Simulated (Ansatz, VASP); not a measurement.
# Al2Cl2F in VASP and in Ansatz

File INCAR:

```
  PREC = Accurate
  ENCUT = 520
  EDIFF = 1E-6
  ISMEAR = 0
  SIGMA = 0.1
  LREAL = F
  LASPH = T
  NELM = 100
  ALGO = Normal
  ISIF = 2
  LWAVE = F
  LCHARG = T
  GGA = PE
  LELF = T
  LVHAR = T
  NBANDS = 22
```

File KPOINTS:

```
regular mesh
0
Gamma
  6 6 6
```

The input POSCAR:

```
Al2Cl2F
1.0
   -2.1918159400      2.8197179300      4.3325403500
    2.1918159400     -2.8197179300      4.3325403500
    2.1918159400      2.8197179300     -4.3325403500
Al Cl F
2 2 1
Direct
    0.2669515800      0.5000000000      0.7669515800
    0.7330484200      0.5000000000      0.2330484200
    0.7027574900      0.2027574900      0.5000000000
    0.2972425100      0.7972425100      0.5000000000
    0.0000000000      0.0000000000      0.0000000000
```

Input for Ansatz:

```yaml
crystal:
  lattice:
    - [-2.19181594, 2.81971793, 4.33254035]
    - [2.19181594, -2.81971793, 4.33254035]
    - [2.19181594, 2.81971793, -4.33254035]
  atoms:
    - { symbol: Al, position: [0.26695158, 0.5, 0.76695158] }
    - { symbol: Al, position: [0.73304842, 0.5, 0.23304842] }
    - { symbol: Cl, position: [0.70275749, 0.20275749, 0.5] }
    - { symbol: Cl, position: [0.29724251, 0.79724251, 0.5] }
    - { symbol: F, position: [0.0, 0.0, 0.0] }
basis:
  ecutwfc: 420
kpoints:
  mp_grid: { grid: [6, 6, 6] }
hamiltonian:
  xc: pbe
scf:
  occupations: { method: gaussian, width: 0.1 }
  lower_state_search: "off"
output:
  forces: true
  stress: true
  eigenvalues: true
```

Change from the starting cell: species swapped into the Ho2AlNi2 type (Immm, No. 71).

Alike in both runs: task single point; functional PBE; k mesh 6 × 6 × 6; occupations gaussian, width 0.1 eV; no spin polarisation.

|  | VASP | Ansatz |
| --- | --- | --- |
| version | VASP 6.6.1 | Ansatz 0.2.0 |
| potentials or method | VASP PAW PBE potentials, release 64 (Al, Cl, F), cutoff 520 eV | scalar-relativistic, plane waves, PAW |
| valence electrons in the cell | 27 | 27 |

|  | VASP | Ansatz | Ansatz less VASP |
| --- | --- | --- | --- |
| gap on the k mesh at the Fermi level (eV) | none | none | - |
| pressure (GPa) | -6.9 | -6.8 | +0.10 |
| traceless stress, the component that is largest in VASP (GPa) | -1.84 | -1.84 | -0.006 |
| rms of the force components (eV/Å) | 0.378 | 0.377 | -0.0009 |

Atom by atom the forces differ by 0.001 eV/Å (rms over components). A gap of «none» marks a metal or a gap that the smearing closes.
